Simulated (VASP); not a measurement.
**Li8LaNb7O23 (a cell with a defect): single point with PBE**

Li8LaNb7O23 (a cell with a defect):

```xyz
39
Lattice="2.5950 1.4982 4.6722 -5.1899 2.9964 9.3444 0.0000 -5.9928 9.3444" Properties=species:S:1:pos:R:3 pbc="T T T"
Li   -0.0078    0.0142   10.0812
Li   -0.0426   -0.2068    3.1130
Li   -0.0421   -2.9858   14.6949
Li    0.0051   -2.9464    7.7225
Li   -2.5533    1.4781   14.7306
Li   -2.5849    1.4349    7.7633
Li   -2.2886   -1.5307   19.2438
Li   -2.5976   -1.5096   12.3295
Nb    0.0076   -0.0635   13.9942
Nb    0.0379    0.0072    6.9843
Nb    0.0070   -3.0440   18.7179
Nb   -2.6389    1.5027   18.7280
Nb   -2.5775    1.4713   11.7376
Nb   -2.5284   -1.5748   23.3228
Nb   -2.5886   -1.4954   16.3490
O    -0.9237   -1.2866    8.4508
O    -0.6460    1.4381    8.4688
O     1.5838   -0.1956    8.4022
O     0.7636   -1.4650    6.0781
O     1.0306    1.3939    6.1682
O    -1.6648    0.1932    6.1629
O    -0.9012   -4.4396   13.2562
O    -0.7404   -1.4828   13.0682
O     1.8162   -2.9981   13.4232
O     1.1948   -1.4057   10.7707
O    -1.9747   -2.7388   10.7335
O    -3.5458    0.2372   13.1243
O    -3.3810    3.0131   13.0398
O    -1.0838    1.3822   13.1705
O    -1.9755   -0.0146   10.7683
O    -1.5514    2.8282   10.8081
O    -4.2482    1.7727   10.7881
O    -3.4434   -2.7945   17.8601
O    -3.2705   -0.0915   17.9073
O    -0.9751   -1.6794   17.7992
O    -1.9452   -3.0157   15.4595
O    -1.7160   -0.1085   15.4902
O    -4.2881   -1.3476   15.5101
La    0.0672   -3.1832   11.5041
```

```json
{
  "Program": "VASP 6.6.1",
  "Task": "single point",
  "Functional": "PBE",
  "Potentials or basis": "VASP PAW PBE potentials, release 64 (Li_sv, Nb_sv, O, La)",
  "Cutoff": "520 eV",
  "k mesh": "1 × 1 × 1, shifted",
  "Occupations": "gaussian, width 0.01 eV",
  "Spin": "collinear spin",
  "Fixed moment": "1 μB",
  "Dipole correction": "no",
  "Charge": "-1",
  "Further INCAR settings": "LREAL = Auto; ALGO = Normal; EDIFF = 1e-06; NBANDS = 161; NELECT = 265.0"
}
```

The largest force is 0.046 eV/Å, the net moment is 1.00 μB per cell and the site moments are Li +0.00, -0.00 (each value once); Nb +0.03, +0.04, +0.01, +0.10, +0.27 (each value once); O +0.00, -0.00, +0.01, +0.03, -0.01 (each value once); La +0.07 μB. The valence electrons inside the program's atomic spheres are Li 2.06, 2.08, 2.07 (each value once); Nb 10.49, 10.47, 10.48, 10.43, 10.59 (each value once); O 5.07, 5.10, 5.05, 5.08, 5.06, 5.04, 5.09 (each value once); La 8.70.

Forces on the atoms (eV/Å):
```
Li  -0.002  0.000 -0.010
Li   0.009  0.025 -0.003
Li   0.002  0.000 -0.009
Li   0.001  0.003 -0.002
Li   0.001  0.016 -0.006
Li   0.000  0.003 -0.007
Li  -0.011  0.004  0.008
Li  -0.004 -0.001 -0.002
Nb   0.003  0.029  0.034
Nb   0.002  0.017  0.032
Nb  -0.020 -0.002  0.035
Nb   0.009  0.003  0.022
Nb  -0.003  0.006  0.017
Nb   0.005 -0.011  0.044
Nb  -0.006 -0.013  0.036
O   -0.003  0.009 -0.008
O    0.008 -0.006 -0.005
O   -0.014 -0.027 -0.002
O   -0.009 -0.017 -0.016
O   -0.001 -0.014 -0.002
O    0.001  0.010 -0.010
O    0.009  0.007 -0.016
O    0.004 -0.019 -0.018
O   -0.010  0.006 -0.014
O   -0.003 -0.025  0.007
O    0.028  0.002  0.007
O   -0.012  0.009 -0.007
O    0.007 -0.019 -0.015
O   -0.006 -0.011 -0.013
O   -0.007 -0.008 -0.010
O    0.003 -0.016  0.000
O    0.010  0.015 -0.004
O    0.005  0.010 -0.014
O    0.008 -0.008 -0.017
O   -0.001  0.000 -0.021
O   -0.005 -0.001 -0.009
O    0.018  0.000 -0.013
O    0.006  0.014 -0.005
La  -0.023  0.012  0.013
```

Wall time 9.2 min on 1 thread of Intel(R) Xeon(R) Platinum 8488C (Sapphire Rapids), with other jobs on the host, peak memory 0.9 GiB.

Caveat: the k points lie up to 1.14 Å⁻¹ apart, too coarse for converged energies, forces and pressures; the cell carries a net charge on a neutralising background, which shifts energy and pressure; the total moment is fixed, so each spin has its own Fermi level and the state may be an excited one.
